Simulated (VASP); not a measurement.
Write the native input for VASP 6.6.1 that does the following.

| Quantity | Value |
| --- | --- |
| Task | single point |
| Functional | PBE |
| Potentials or basis | VASP PAW PBE potentials, release 64 (Sc_sv) |
| Cutoff | 500 eV |
| k mesh | 14 × 14 × 14 |
| Occupations | gaussian, width 0.1 eV |
| Spin | no spin polarisation |
| Dipole correction | no |
| Further INCAR settings | ALGO = Normal; EDIFF = 1e-06; NBANDS = 12 |

The structure of Sc lies in POSCAR:

```
Sc
1.0
    0.0064709250      2.2190504700      2.2113761800
    2.2215707250     -0.0126693900      2.2305164950
    2.2053366500      2.2219567100      0.0035646850
Sc
1
Direct
    0.0000000000      0.0000000000      0.0000000000
```

This cell differs from its parent crystal: the cell strained at random.

One way to write it, as run:

INCAR

```
SYSTEM = Sc
  PREC = Accurate
  ENCUT = 500
  EDIFF = 1E-6
  ISMEAR = 0
  SIGMA = 0.1
  LREAL = .False.
  LASPH = .True.
  NELM = 120
  ALGO = Normal
  ISIF = 2
  LWAVE = .False.
  LCHARG = .True.
  GGA = PE
  LELF = .True.
  LVHAR = .True.
  NBANDS = 12
  GGA_COMPAT = .False.
```

KPOINTS

```
Automatic mesh
0
Gamma
  14 14 14
  0 0 0
```

Potentials or basis: VASP PAW PBE potentials, release 64 (Sc_sv).

The run is started by

```bash
$ cat potpaw_PBE.64/Sc_sv/POTCAR > POTCAR
$ mpirun -np 1 vasp_std > vasp.out
```

Results of the run:

```json
{"Pressure": "7.5 GPa", "Band gap on the k mesh": "zero (an odd number of electrons rules out a gap without spin polarisation)"}
```

Caveat: the cell differs from its parent crystal (the cell strained at random); the cell stands under pressure.

Run time: 4.6 min on 1 thread of Intel Xeon 8259CL, with other jobs on the host, peak memory 0.42 GiB.
